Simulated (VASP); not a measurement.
Here is a VASP 6.6.1 calculation.

The input INCAR:

```
SYSTEM = CdSe
PREC = Accurate
ENCUT = 520
EDIFF = 1E-6
ISMEAR = 0
SIGMA = 0.1
LREAL = .False.
LASPH = .True.
NELM = 100
ALGO = Normal
ISIF = 2
LWAVE = .False.
LCHARG = .True.
GGA = PE
LELF = .True.
LVHAR = .True.
NBANDS = 36
```

Contents of KPOINTS:

```
regular mesh
0
Gamma
  12 12 4
  0 0 0
```

File POSCAR:

```
CdSe
1.0
    4.2378112627      0.0000000000      0.0000000000
   -2.1189056314      3.6700522099      0.0000000000
    0.0000000000      0.0000000000      9.8807724074
Cd Se
3 3
Direct
    0.0000000000      0.5000000000      0.1666666667
    0.5000000000      0.5000000000      0.8333333333
    0.5000000000      0.0000000000      0.5000000000
    0.5000000000      0.5000000000      0.3333333333
    0.5000000000      0.0000000000      0.0000000000
    0.0000000000      0.5000000000      0.6666666667
```

Potentials or basis: VASP PAW PBE potentials, release 64 (Cd, Se).

Launch:

```console
$ cat potpaw_PBE.64/Cd/POTCAR potpaw_PBE.64/Se/POTCAR > POTCAR
$ mpirun -np 1 vasp_std > vasp.out
```

Problem. Estimate the pressure.

Solution. 1.9 GPa.

Problem. Predict the band gap on the k mesh.

Solution. Zero (bands 27 and 28 overlap by 0.04 eV).

Caveat: semilocal functionals underestimate gaps, and a narrow one can read as zero.
